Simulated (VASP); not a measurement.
Wanted: the native input for a VASP 6.6.1 run.

* Task: single point
* Functional: PBE
* Dispersion: D3(BJ)
* Potentials or basis: VASP PAW PBE potentials, release 64 (Sb, Ga_d, O, C)
* Cutoff: 520 eV
* k mesh: 6 × 6 × 1
* Occupations: gaussian, width 0.1 eV
* Spin: no spin polarisation
* Dipole correction: yes
* Further INCAR settings: ALGO = Normal; EDIFF = 1e-06; NBANDS = 32

The structure of Ga2Sb2CO lies in POSCAR:

```
Ga2Sb2CO
1.0
    4.3343814621      0.0000000000      0.0000000000
   -2.1671907311      3.7536844559      0.0000000000
    0.0000000000      0.0000000000     23.3197422777
Sb Ga O C
2 2 1 1
Direct
    0.0000000000      0.0000000000      0.1715284823
    0.3333333333      0.6666666667      0.3301590654
    0.3333333333      0.6666666667      0.2094685204
    0.6666666667      0.3333333333      0.3632005095
    0.8888888889      0.4444444444      0.5218643557
    0.8888888889      0.4444444444      0.5711787943
```

The input as run:

INCAR

```
SYSTEM = Ga2Sb2CO
  ALGO = Normal
  DIPOL = 0.5 0.5 0.361
  EDIFF = 1E-6
  ENCUT = 520
  GGA = PE
  IDIPOL = 3
  ISIF = 2
  ISMEAR = 0
  IVDW = 12
  LASPH = .TRUE.
  LCHARG = .FALSE.
  LDIPOL = .TRUE.
  LREAL = .FALSE.
  LWAVE = .FALSE.
  NBANDS = 32
  NELM = 80
  PREC = Accurate
  SIGMA = 0.1
```

KPOINTS

```
k-points
0
G
  6 6 1
  0 0 0
```

Potentials or basis: VASP PAW PBE potentials, release 64 (Sb, Ga_d, O, C).

The run is started by

```sh
$ cat potpaw_PBE.64/Sb/POTCAR potpaw_PBE.64/Ga_d/POTCAR potpaw_PBE.64/O/POTCAR potpaw_PBE.64/C/POTCAR > POTCAR
$ mpirun -np 1 vasp_std > vasp.out
```

It gave:

```yaml
Largest_force: 0.717 eV/Å
Band_gap_on_the_k_mesh: 0.05 eV, indirect (least direct gap 0.13 eV)
Dispersion_energy_per_atom: -0.162 eV
```

Caveat: spin-orbit coupling is left out, which moves the levels of the heavy elements.

Wall time 110 s on 1 thread of Intel(R) Xeon(R) 6975P-C (Granite Rapids) (shared host), peak memory 0.57 GiB.
